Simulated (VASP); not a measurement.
**Na: single point with PBEsol**

Na:

```
Na
1.0
     3.76700   -0.03767   -0.03767
    -1.91612    3.28115   -0.01379
    -0.06154   -0.06154    6.15400
Na
2
Direct
  0.33333 0.66667 0.25000
  0.66667 0.33333 0.75000
```

This cell differs from its parent crystal: equal xy, yz and zx shear strains of -2 %.

| Quantity | Value |
| --- | --- |
| Program | VASP 6.6.1 |
| Task | single point |
| Functional | PBEsol |
| Potentials or basis | VASP PAW PBE potentials, release 64 (Na_pv) |
| Cutoff | 520 eV |
| k mesh | 13 × 13 × 7 |
| Occupations | fermi-dirac, width 0.05 eV |
| Spin | no spin polarisation |
| Dipole correction | no |
| Further INCAR settings | ALGO = Normal; EDIFF = 1e-06; NBANDS = 14 |

```yaml
Pressure: -0.3 GPa
Largest_force: 0.008 eV/Å
Band_gap_on_the_k_mesh: zero (bands 7 and 8 overlap by 3.48 eV)
```

Forces on the atoms (eV/Å):
```
Na   0.008  0.000  0.001
Na  -0.008  0.000 -0.001
```

Stress tensor (GPa, compression positive):
```
-0.29  0.07  0.07
 0.07 -0.29  0.07
 0.07  0.07 -0.18
```

Levels at points of the mesh, in eV from the Fermi level:
| k point | band 3 | band 4 | band 5 | band 6 | band 7 | band 8 | band 9 | band 10 | band 11 | band 12 |
| --- | --- | --- | --- | --- | --- | --- | --- | --- | --- | --- |
| (0.00, 0.00, 0.00) | -24.80 | -24.79 | -24.79 | -24.79 | -3.23 | 0.55 | 0.95 | 9.72 | 10.03 | 10.04 |

Wall time 7.2 min on 1 thread of Intel Xeon 8259CL, with other jobs on the host, peak memory 0.53 GiB.

Caveat: the cell differs from its parent crystal (equal xy, yz and zx shear strains of -2 %); the PAW data sets were made with another functional, which shifts forces and pressure a little.
